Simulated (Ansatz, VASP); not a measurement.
## Si3N4 in VASP and in Ansatz

The input INCAR:

```
  ALGO = Normal
  EDIFF = 1E-7
  EDIFFG = -0.01
  ENCUT = 520
  GGA = PE
  IBRION = 2
  ISIF = 2
  ISMEAR = 0
  LASPH = True
  LCHARG = False
  LREAL = False
  LWAVE = False
  NELM = 80
  NSW = 50
  PREC = Accurate
  SIGMA = 0.02
```

Contents of KPOINTS:

```
k-points
0
Gamma
  6 6 6
```

POSCAR

```
Si3N4
1.0
    0.0000000000      3.9331817126      3.9331817126
    3.9331817126      0.0000000000      3.9331817126
    3.9331817126      3.9331817126      0.0000000000
Si N
6 8
Direct
    0.1250000000      0.1250000000      0.6250000000
    0.1250000000      0.6250000000      0.1250000000
    0.6250000000      0.1250000000      0.1250000000
    0.1250000000      0.1250000000      0.1250000000
    0.7500000000      0.7500000000      0.7500000000
    0.5000000000      0.5000000000      0.5000000000
    0.3675422895      0.3675422895      0.3675422895
    0.3526268684      0.8824577105      0.8824577105
    0.8824577105      0.8824577105      0.3526268684
    0.8824577105      0.3526268684      0.8824577105
    0.3675422895      0.3675422895      0.8973731316
    0.3675422895      0.8973731316      0.3675422895
    0.8824577105      0.8824577105      0.8824577105
    0.8973731316      0.3675422895      0.3675422895
```

Input for Ansatz:

```yaml
crystal:
  lattice:
    - [0.0, 3.9331817126, 3.9331817126]
    - [3.9331817126, 0.0, 3.9331817126]
    - [3.9331817126, 3.9331817126, 0.0]
  atoms:
    - { symbol: Si, position: [0.125, 0.125, 0.625] }
    - { symbol: Si, position: [0.125, 0.625, 0.125] }
    - { symbol: Si, position: [0.625, 0.125, 0.125] }
    - { symbol: Si, position: [0.125, 0.125, 0.125] }
    - { symbol: Si, position: [0.75, 0.75, 0.75] }
    - { symbol: Si, position: [0.5, 0.5, 0.5] }
    - { symbol: "N", position: [0.3675422895, 0.3675422895, 0.3675422895] }
    - { symbol: "N", position: [0.3526268684, 0.8824577105, 0.8824577105] }
    - { symbol: "N", position: [0.8824577105, 0.8824577105, 0.3526268684] }
    - { symbol: "N", position: [0.8824577105, 0.3526268684, 0.8824577105] }
    - { symbol: "N", position: [0.3675422895, 0.3675422895, 0.8973731316] }
    - { symbol: "N", position: [0.3675422895, 0.8973731316, 0.3675422895] }
    - { symbol: "N", position: [0.8824577105, 0.8824577105, 0.8824577105] }
    - { symbol: "N", position: [0.8973731316, 0.3675422895, 0.3675422895] }
basis:
  ecutwfc: 420
kpoints:
  mp_grid: { grid: [6, 6, 6] }
hamiltonian:
  xc: pbe
scf:
  occupations: { method: gaussian, width: 0.02 }
output:
  forces: true
  stress: true
  eigenvalues: true
relax:
  adjacent_minimum: "off"
  f_tol: 0.01
  max_steps: 30
```

Alike in both runs: task relaxation of the atoms; functional PBE; k mesh 6 × 6 × 6; occupations gaussian, width 0.02 eV; no spin polarisation.

|  | VASP | Ansatz |
| --- | --- | --- |
| version | VASP 6.6.1 | Ansatz 0.2.0 |
| potentials or method | VASP PAW PBE potentials, release 64 (Si, N), cutoff 520 eV | scalar-relativistic, plane waves, PAW |
| valence electrons in the cell | 64 | 64 |

Ansatz gave:

```
gap on the k mesh at the Fermi level, each at its own relaxed structure (eV) : 3.23
```

Estimate VASP's values.

gap on the k mesh at the Fermi level, each at its own relaxed structure (eV): 3.22.

Ansatz's warnings: stress scf threshold loose.
